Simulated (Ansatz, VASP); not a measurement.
# Pt: VASP beside Ansatz

INCAR

```
SYSTEM = Pt
PREC = Accurate
ENCUT = 520
EDIFF = 1E-8
ISMEAR = -1
SIGMA = 0.03
LREAL = .False.
LASPH = .True.
NELM = 100
ALGO = Normal
ISIF = 2
LWAVE = .False.
LCHARG = .False.
GGA = PE
LEFG = .True.
NBANDS = 11
```

The input KPOINTS:

```
Automatic mesh
0
Gamma
  18 18 18
  0 0 0
```

POSCAR

```
Pt
1.0
    0.0000000000      1.9447593356      1.9447593356
    1.9447593356      0.0000000000      1.9447593356
    1.9447593356      1.9447593356      0.0000000000
Pt
1
Direct
    0.0000000000      0.0000000000      0.0000000000
```

Input for Ansatz:

```yaml
crystal:
  lattice:
    - [0.0, 1.9447593356, 1.9447593356]
    - [1.9447593356, 0.0, 1.9447593356]
    - [1.9447593356, 1.9447593356, 0.0]
  atoms:
    - { symbol: Pt, position: [0.0, 0.0, 0.0] }
kpoints:
  mp_grid: { grid: [18, 18, 18] }
scf:
  occupations: { method: fermi_dirac, width: 0.03 }
hamiltonian:
  xc: pbe
  pseudopotentials: { kind: paw }
output:
  forces: true
  stress: true
  eigenvalues: true
  efg: { contact_densities: true }
```

Change from the starting cell: volume scaled by 0.98, PAW files.

Alike in both runs: task electric field gradients; functional PBE; k mesh 18 × 18 × 18; occupations fermi-dirac, width 0.03 eV; no spin polarisation.

```csv
,VASP,Ansatz
version,VASP 6.6.1,Ansatz 0.2.0
potentials or method,"VASP PAW PBE potentials, release 64 (Pt)","PAW with Ansatz's default frozen-core files, scalar-relativistic"
plane-wave cutoff (eV),520,420
valence electrons in the cell,10,18
```

Ansatz gave:

```
pressure (GPa) : 18.0
```

**Question.** Which values does VASP return?

**Answer.** Pressure (GPa): 17.4.

The functional is the same, so the differences come from potentials, cutoffs and numerics. VASP's potentials hold 10 valence electrons a cell and Ansatz's 18, so a difference there can come from the potentials and not from the codes.

Spin-orbit coupling is off throughout.
